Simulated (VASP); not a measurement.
Wanted: the native input for a VASP 6.6.1 run.

| Property | Result |
| --- | --- |
| Task | single point |
| Functional | PBE |
| Potentials or basis | VASP PAW PBE potentials, release 64 (Pt) |
| Cutoff | 520 eV |
| k mesh | 21 × 21 × 21 |
| Occupations | fermi-dirac, width 0.0612256 eV |
| Spin | no spin polarisation |
| Dipole correction | no |
| Further INCAR settings | ALGO = Normal; EDIFF = 1e-07; NBANDS = 11 |

The structure of Pt lies in POSCAR:

```
Pt
1.0
    2.6257084709      0.0000000000      0.0000000000
    0.0000000000      2.6257084709      0.0000000000
    0.0000000000      0.0000000000      2.6257084709
Pt
1
Direct
    0.0000000000      0.0000000000      0.0000000000
```

This isn't the form of Pt at room conditions, which is fcc.

One way to write it, as run:

INCAR

```
SYSTEM = Pt
PREC     = Accurate       ! precision mode
ENCUT    = 520            ! plane-wave cutoff, eV
EDIFF    = 1E-7           ! SCF threshold, eV
ISMEAR   = -1             ! smearing method
SIGMA    = 0.06122561905347299 ! smearing width, eV
LREAL    = .FALSE.        ! projectors in reciprocal space
LASPH    = .TRUE.         ! aspherical terms in the spheres
NELM     = 100            ! most SCF steps
ALGO     = Normal         ! electronic algorithm
ISIF     = 2              ! what is computed and relaxed
LWAVE    = .FALSE.        ! write WAVECAR
LCHARG   = .TRUE.         ! write CHGCAR
GGA      = PE             ! functional
LELF     = .TRUE.         ! ELF
LVHAR    = .TRUE.       
NBANDS   = 11             ! bands
```

KPOINTS

```
Automatic mesh
0
G
  21 21 21
  0 0 0
```

Potentials or basis: VASP PAW PBE potentials, release 64 (Pt).

Launch:

```bash
$ cat potpaw_PBE.64/Pt/POTCAR > POTCAR
$ mpirun -np 1 vasp_std > vasp.out
```

Results of the run:

```yaml
Pressure: -0.7 GPa
Band_gap_on_the_k_mesh: zero (bands 5 and 6 overlap by 3.00 eV)
```

Caveat: spin-orbit coupling is left out, which moves the levels of the heavy elements.

It took 37 s on 1 thread of Intel(R) Xeon(R) Platinum 8259CL CPU @ 2.50GHz (Skylake/Cascade Lake), on a shared host, peak memory 0.17 GiB.
